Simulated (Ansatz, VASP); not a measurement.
# One calculation of FeS2, two programs

```xyz
12
Lattice="5.5090 0.0000 0.0000 0.0000 5.5090 0.0000 0.0000 0.0000 5.5090" Properties=species:S:1:pos:R:3 pbc="T T T"
Fe    0.0000    2.7545    2.7545
Fe    2.7545    2.7545    0.0000
Fe    2.7545    0.0000    2.7545
Fe    0.0000    0.0000    0.0000
S     2.1209    0.6336    4.8754
S     0.6336    4.8754    2.1209
S     4.8754    2.1209    0.6336
S     3.3881    3.3881    3.3881
S     2.1209    2.1209    2.1209
S     0.6336    3.3881    4.8754
S     4.8754    0.6336    3.3881
S     3.3881    4.8754    0.6336
```

Alike in both runs: task single point; functional r2SCAN; k mesh 4 × 4 × 4; no spin polarisation.

|  | VASP | Ansatz |
| --- | --- | --- |
| version | VASP 6.6.1 | Ansatz 0.2.0 |
| potentials or method | VASP PAW PBE potentials, release 64 (Fe, S) | plane waves, PAW |
| plane-wave cutoff (eV) | 660 | 500 |
| occupations | gaussian, width 0.01 eV | fixed |
| valence electrons in the cell | 80 | 112 |

```csv
,VASP,Ansatz,Ansatz less VASP
gap on the k mesh at the Fermi level (eV),0.96,0.93,-0.025
pressure (GPa),-8.1,-8.1,0.00
rms of the force components (eV/Å),0.112,0.075,-0.0363
```

VASP's potentials were made for PBE, not for r2SCAN. Atom by atom the forces differ by 0.036 eV/Å (rms over components). VASP's potentials hold 80 valence electrons a cell and Ansatz's 112, so a difference there can come from the potentials and not from the codes.
